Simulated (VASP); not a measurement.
Write the native input for VASP 6.6.1 that does the following.

```
Task                   : single point
Functional             : PBE
Potentials or basis    : VASP PAW PBE potentials, release 64 (I, Cu)
Cutoff                 : 520 eV
k mesh                 : 8 × 8 × 8
Occupations            : fermi-dirac, width 0.05 eV
Spin                   : no spin polarisation
Dipole correction      : no
Further INCAR settings : ALGO = Normal; EDIFF = 1e-07; NBANDS = 16
```

The structure of CuI lies in POSCAR:

```
CuI
1.0
    0.0000000000      3.0392737851      3.0392737851
    3.0392737851      0.0000000000      3.0392737851
    3.0392737851      3.0392737851      0.0000000000
I Cu
1 1
Direct
    0.0000000000      0.0000000000      0.0000000000
    0.7500000000      0.7500000000      0.7500000000
```

These files were run (other wordings do the same):

INCAR

```
SYSTEM = CuI
ALGO = Normal ; EDIFF = 1E-7
ENCUT = 520 ; GGA = PE
ISIF = 2 ; ISMEAR = -1
LASPH = .True. ; LCHARG = .False.
LREAL = .False. ; LWAVE = .False.
NBANDS = 16 ; NELM = 60
PREC = Accurate ; SIGMA = 0.05
```

KPOINTS

```
k-points
0
Gamma
  8 8 8
  0 0 0
```

Potentials or basis: VASP PAW PBE potentials, release 64 (I, Cu).

Command:

```bash
$ cat potpaw_PBE.64/I/POTCAR potpaw_PBE.64/Cu/POTCAR > POTCAR
$ mpirun -np 1 vasp_std > vasp.out
```

Results of the run:

```
Pressure               : 0.0 GPa
Band gap on the k mesh : 1.12 eV
```

Caveat: spin-orbit coupling is left out, which moves the levels of the heavy elements.

Run time: 46 s on 1 thread of Intel Xeon 8259CL (shared host), peak memory 0.18 GiB.
